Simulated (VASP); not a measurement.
# ZrPdSe4 (I4/mmm) in VASP: a series of runs, part 2 of 2

VASP 6.6.1.

### 3 Single point, PBE, collinear spin

The input, INCAR:

```
ALGO = Normal
EDIFF = 1E-6
ENCUT = 520
GGA = PE
ISIF = 2
ISMEAR = 0
ISPIN = 2
LASPH = T
LCHARG = T
LELF = T
LMAXMIX = 4
LORBIT = 11
LREAL = F
LVHAR = T
LWAVE = F
MAGMOM = 0 1 0 0 0 0
NBANDS = 36
NELM = 150
PREC = Accurate
SIGMA = 0.1
```

The input, KPOINTS:

```
k-points
0
Gamma
  4 4 4
```

The input, POSCAR:

```
ZrPdSe4
1.0
   -3.5363331200      3.5363331200      3.3551752100
    3.5363331200     -3.5363331200      3.3551752100
    3.5363331200      3.5363331200     -3.3551752100
Zr Pd Se
1 1 4
Direct
    0.0000000000      0.0000000000      0.0000000000
    0.5000000000      0.5000000000      0.0000000000
    0.5000000000      0.8134157200      0.3134157200
    0.5000000000      0.1865842800      0.6865842800
    0.8134157200      0.5000000000      0.3134157200
    0.1865842800      0.5000000000      0.6865842800
```

Potentials or basis: VASP PAW PBE potentials, release 64 (Zr_sv, Pd, Se).

Started as:

```console
$ cat potpaw_PBE.64/Zr_sv/POTCAR potpaw_PBE.64/Pd/POTCAR potpaw_PBE.64/Se/POTCAR > POTCAR
$ mpirun -np 1 vasp_std > vasp.out
```

OUTCAR:

```text
EDIFF = 1E-6
   ENCUT = 520
   GGA = PE
   ISIF = 2
   ISMEAR = 0
   ISPIN = 2
   LASPH = T
   LORBIT = 11
   LREAL = F
   NELM = 150
   PREC = Accurate

 ion  position               nearest neighbor table
   1  0.000  0.000  0.000-   2 3.36   2 3.36
   2  0.500  0.500  0.000-   3 2.22   4 2.22   5 2.22   6 2.22   1 3.36   1 3.36
   3  0.500  0.813  0.313-   2 2.22   4 2.64
   4  0.500  0.187  0.687-   2 2.22   3 2.64
   5  0.813  0.500  0.313-   2 2.22   6 2.64
   6  0.187  0.500  0.687-   2 2.22   5 2.64

  LATTYP: Found a body centered tetragonal cell.
 ALAT       =     7.0726662400
 C/A-ratio  =     0.9487723854

  Lattice vectors:

 A1 = (  -3.5363331200,   3.5363331200,   3.3551752100)
 A2 = (   3.5363331200,  -3.5363331200,   3.3551752100)
 A3 = (   3.5363331200,   3.5363331200,  -3.3551752100)

Analysis of symmetry for initial positions (statically):
[... 1191 lines left out ...]
  --------------------------------------------------------------------------------------
  -------------------------------------------------------------------------------------
  Total       10.2152635     10.2152635     -8.2939251      0.0000000      0.0000000      0.0000000
  in kB       97.5166166     97.5166166    -79.1751979      0.0000000      0.0000000      0.0000000
  external PRESSURE =      38.6193451 kB  Pullay stress =       0.0000000 kB

 VOLUME and BASIS-vectors are now :
 -----------------------------------------------------------------------------
  energy-cutoff  :      520.00
  volume of cell :      167.83
      direct lattice vectors                 reciprocal lattice vectors
    -3.536333120  3.536333120  3.355175210     0.000000000  0.141389395  0.149023514
     3.536333120 -3.536333120  3.355175210     0.141389395  0.000000000  0.149023514
     3.536333120  3.536333120 -3.355175210     0.141389395  0.141389395  0.000000000

 POSITION                                       TOTAL-FORCE (eV/Angst)
 -----------------------------------------------------------------------------------
      0.00000      0.00000      0.00000         0.000000     -0.000000      0.000000
      0.00000      0.00000      3.35518        -0.000000     -0.000000     -0.000000
      2.21668      0.00000      3.35518         2.916789     -0.000000      0.000000
      1.31965      3.53633      0.00000        -2.916789     -0.000000      0.000000
      0.00000      2.21668      3.35518         0.000000      2.916789      0.000000
      3.53633      1.31965      0.00000        -0.000000     -2.916789      0.000000
 -----------------------------------------------------------------------------------
    total drift:                               -0.000000     -0.000000     -0.000000

  FREE ENERGIE OF THE ION-ELECTRON SYSTEM (eV)
  ---------------------------------------------------
  free  energy   TOTEN  =       -22.9118894650 eV

  energy  without entropy=      -22.8748165594  energy(sigma->0) =      -22.89335301

 total charge

# of ion       s       p       d       tot
------------------------------------------
    1        2.081   5.902   1.414   9.397
    2        0.673   0.859   8.729  10.260
    3        1.508   2.196   0.062   3.766
    4        1.508   2.196   0.062   3.766
    5        1.508   2.196   0.062   3.766
    6        1.508   2.196   0.062   3.766
--------------------------------------------------
tot          8.788  15.545  10.391  34.723

 magnetization (x)

# of ion       s       p       d       tot
------------------------------------------
    1        0.000  -0.000  -0.000  -0.000
    2        0.000  -0.000   0.000   0.000
    3        0.000   0.000  -0.000   0.000
    4        0.000   0.000  -0.000   0.000
    5        0.000   0.000  -0.000   0.000
    6        0.000   0.000  -0.000   0.000
--------------------------------------------------
tot          0.000   0.000  -0.000  -0.000
```

stdout:

```text
POSCAR found type information on POSCAR ZrPdSe
 POSCAR found :  3 types and       6 ions
 scaLAPACK will be used
 LDA part: xc-table for (Slater+PW92), standard interpolation
 POSCAR, INCAR and KPOINTS ok, starting setup
 FFT: planning ... GRIDC
 FFT: planning ... GRID_SOFT
 FFT: planning ... GRID
 WAVECAR not read
 entering main loop
```

Wall time 5.8 min (1 thread of Intel Xeon Platinum 8488C (Sapphire Rapids), shared host); peak memory 0.47 GiB.

Results:

| Quantity | Value |
| --- | --- |
| Free energy | -22.9119 eV |
| Pressure | 3.9 GPa |
| Largest force | 2.917 eV/Å |
| Band gap on the k mesh | zero (filled and empty bands overlap) |
| Net moment | 0.00 μB per cell |
| Valence electrons inside the program's atomic spheres | Zr 9.40; Pd 10.26; Se 3.77 |

Forces on the atoms (eV/Å):
```
Zr   0.000  0.000  0.000
Pd   0.000  0.000  0.000
Se   2.917  0.000  0.000
Se  -2.917  0.000  0.000
Se   0.000  2.917  0.000
Se   0.000 -2.917  0.000
```

Stress tensor (GPa, compression positive):
```
 9.75  0.00  0.00
 0.00  9.75  0.00
 0.00  0.00 -7.92
```

Levels at points of the mesh, in eV from the Fermi level:
Spin up:
```tsv
k point	band 20	band 21	band 22	band 23	band 24	band 25	band 26	band 27
(0.00, 0.00, 0.00)	-0.68	-0.68	0.07	0.09	0.41	0.41	0.88	0.88
(0.50, 0.00, 0.00)	-1.24	-1.03	-0.15	-0.03	0.18	0.27	0.34	0.40
(0.50, 0.50, 0.00)	-1.73	-1.23	-0.70	-0.48	0.13	0.16	0.35	0.49
(0.50, 0.50, 0.50)	-0.16	-0.16	0.19	0.26	0.49	0.49	0.62	0.66
```
Spin down:
```
           k point  band 19  band 20  band 21  band 22  band 23  band 24  band 25  band 26  band 27  band 28
(0.00, 0.00, 0.00)    -1.68    -0.68    -0.68     0.07     0.09     0.41     0.41     0.88     0.88     1.03
(0.50, 0.00, 0.00)    -1.87    -1.24    -1.03    -0.15    -0.03     0.18     0.27     0.34     0.40     0.57
(0.50, 0.50, 0.00)    -2.18    -1.73    -1.23    -0.70    -0.48     0.13     0.16     0.35     0.49     1.16
(0.50, 0.50, 0.50)    -0.34    -0.16    -0.16     0.19     0.26     0.49     0.49     0.62     0.66     0.66
```

Caveat: the stress differs along the axes, from -8 to 10 GPa; forces of over 1 eV/Å act on the atoms, so gaps and moduli don't describe the material at rest.

### 4 Single point, PBE

This run uses another cell than the first one, of 25.41 Å³/atom.

The input, INCAR:

```
SYSTEM = ZrPdSe4
PREC = Accurate ; ENCUT = 520
EDIFF = 1E-6 ; ISMEAR = 0
SIGMA = 0.1 ; LREAL = .FALSE.
LASPH = .TRUE. ; NELM = 100
ALGO = Normal ; ISIF = 2
LWAVE = .FALSE. ; LCHARG = .TRUE.
GGA = PE ; LELF = .TRUE.
LVHAR = .TRUE. ; NBANDS = 32
```

The input, KPOINTS:

```
regular mesh
0
G
  10 10 10
  0 0 0
```

The input, POSCAR:

```
ZrPdSe4
1.0
   -3.8464202548      3.8464202548      2.5759178128
    3.8464202548     -3.8464202548      2.5759178128
    3.8464202548      3.8464202548     -2.5759178128
Zr Pd Se
1 1 4
Direct
    0.0000000000      0.0000000000      0.0000000000
    0.5000000000      0.5000000000      0.0000000000
    0.5000000000      0.8135444342      0.3135444342
    0.5000000000      0.1864555658      0.6864555658
    0.8135444342      0.5000000000      0.3135444342
    0.1864555658      0.5000000000      0.6864555658
```

Started as:

```console
$ cat potpaw_PBE.64/Zr_sv/POTCAR potpaw_PBE.64/Pd/POTCAR potpaw_PBE.64/Se/POTCAR > POTCAR
$ mpirun -np 1 vasp_std > vasp.out
```

It took 8.9 min on 1 thread of Intel Xeon Platinum 8488C (Sapphire Rapids), shared host; peak memory 0.66 GiB.

The run converged. Its results:

* Free energy: -25.4501 eV
* Pressure: 0.1 GPa
* Largest force: 0.015 eV/Å
* Band gap on the k mesh: zero (bands 23 and 24 overlap by 0.59 eV)

Forces in eV/Å, atoms in the order of the input:
```
Zr   0.000  0.000  0.000
Pd   0.000  0.000  0.000
Se   0.015  0.000  0.000
Se  -0.015  0.000  0.000
Se   0.000  0.015  0.000
Se   0.000 -0.015  0.000
```

Levels at points of the mesh, in eV from the Fermi level:
| k point | band 20 | band 21 | band 22 | band 23 | band 24 | band 25 | band 26 | band 27 |
| --- | --- | --- | --- | --- | --- | --- | --- | --- |
| (0.00, 0.00, 0.00) | -1.13 | -1.00 | -0.47 | -0.25 | -0.25 | 0.17 | 0.81 | 1.11 |
| (0.50, 0.00, 0.00) | -1.17 | -0.86 | -0.85 | -0.72 | 0.39 | 0.41 | 0.51 | 0.85 |
| (0.50, 0.50, 0.00) | -1.97 | -1.32 | -1.18 | -0.04 | 0.25 | 0.40 | 0.61 | 1.22 |
| (0.50, 0.50, 0.50) | -0.79 | -0.68 | -0.68 | -0.34 | -0.02 | 0.29 | 0.34 | 0.50 |

### 5 Summary

```csv
task,spin,cell,k mesh,cutoff (eV),gap on the mesh (eV),pressure (GPa),largest force (eV/Å)
relaxation of cell and atoms,off,"relaxed from a = 6.022 Å, angles 108.1, 108.1, 112.3°, 6 atoms, atomic positions A",4 × 4 × 4,600,none,0.0,-
single point,collinear,"a = 6.022 Å, angles 108.1, 108.1, 112.3°, 6 atoms, atomic positions A",4 × 4 × 4,520,none,3.9,2.92
single point,off,"a = 6.019 Å, angles 100.6, 100.6, 129.3°, 6 atoms, atomic positions B",10 × 10 × 10,520,none,0.1,0.02
```

Alike in all rows: level PBE; potentials or basis VASP PAW PBE potentials, release 64 (Zr_sv, Pd, Se); smearing gaussian 0.1 eV.

Caveats: the stress differs along the axes, from -8 to 10 GPa (at least some runs); forces of over 1 eV/Å act on the atoms, so gaps and moduli don't describe the material at rest (at least some runs).

Absolute energies hang on the potentials; compare differences alone.
